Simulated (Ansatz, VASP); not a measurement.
# One calculation of Tl, two programs

The input INCAR:

```
SYSTEM = Tl
PREC = Accurate
ENCUT = 520
EDIFF = 1E-8
ISMEAR = -1
SIGMA = 0.05
LREAL = .FALSE.
LASPH = .TRUE.
NELM = 60
ALGO = Normal
ISIF = 2
LWAVE = .FALSE.
LCHARG = .FALSE.
GGA = PE
LEFG = .TRUE.
NBANDS = 12
```

File KPOINTS:

```
Automatic mesh
0
G
  16 16 16
  0 0 0
```

File POSCAR:

```
Tl
1.0
    0.0000000000      2.1229571629      2.2516000000
    2.1229571629      0.0000000000      2.2516000000
    2.1229571629      2.1229571629      0.0000000000
Tl
1
Direct
    0.0000000000      0.0000000000      0.0000000000
```

Input for Ansatz:

```yaml
crystal:
  lattice:
    - [0.0, 2.1229571629, 2.2516]
    - [2.1229571629, 0.0, 2.2516]
    - [2.1229571629, 2.1229571629, 0.0]
  atoms:
    - { symbol: Tl, position: [0.0, 0.0, 0.0] }
kpoints:
  mp_grid: { grid: [16, 16, 16] }
scf:
  occupations: { method: fermi_dirac, width: 0.05 }
hamiltonian:
  xc: pbe
  pseudopotentials: { kind: all_electron, datasets: crystal }
output:
  forces: true
  stress: true
  eigenvalues: true
  efg: { contact_densities: true }
```

Change from the starting cell: z stretched by +4 % at fixed volume, crystal datasets.

Alike in both runs: task electric field gradients; functional PBE; k mesh 16 × 16 × 16; occupations fermi-dirac, width 0.05 eV; no spin polarisation.

```csv
,VASP,Ansatz
version,VASP 6.6.1,Ansatz 0.2.0
potentials or method,"VASP PAW PBE potentials, release 64 (Tl_d), cutoff 520 eV","all-electron PAW with datasets made for the crystal, scalar-relativistic"
```

VASP gave:

| Item | Value |
| --- | --- |
| size of Vzz on the site where it differs most (V/Å²) | 58.3 |

Problem. Estimate Ansatz's values.

Solution. Size of Vzz on the site where it differs most (V/Å²): 55.7.

Ansatz ran all-electron here, and VASP with PAW potentials.

Neither program's run includes spin-orbit coupling.
